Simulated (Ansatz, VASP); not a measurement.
# Sc2Al: VASP beside Ansatz

```
Sc Al
1.0
     5.22547    0.00000    0.00000
    -2.61274    4.52539    0.00000
     0.00000    0.00000    5.24428
Sc Al
4 2
Direct
  0.00000 0.00000 0.00000
  0.00000 0.00000 0.50000
  0.33333 0.66667 0.75000
  0.66667 0.33333 0.25000
  0.33333 0.66667 0.25000
  0.66667 0.33333 0.75000
```

Alike in both runs: task single point; functional PBEsol; k mesh 12 × 12 × 10; occupations gaussian, width 0.15 eV; no spin polarisation.

|  | VASP | Ansatz |
| --- | --- | --- |
| version | VASP 6.6.1 | Ansatz 0.2.0 |
| potentials or method | VASP PAW PBE potentials, release 64 (Sc_sv, Al), cutoff 520 eV | scalar-relativistic, plane waves, PAW |
| valence electrons in the cell | 50 | 50 |

|  | VASP | Ansatz | Ansatz less VASP |
| --- | --- | --- | --- |
| gap on the k mesh at the Fermi level (eV) | none | none | - |
| pressure (GPa) | 2.2 | 2.1 | -0.13 |
| traceless stress, the component that is largest in VASP (GPa) | 22.26 | 22.23 | -0.031 |

VASP's potentials were made for PBE, not for PBEsol. A gap of «none» marks a metal or a gap that the smearing closes. With one functional, cell and mesh, what is left measures potentials, basis and numerics.
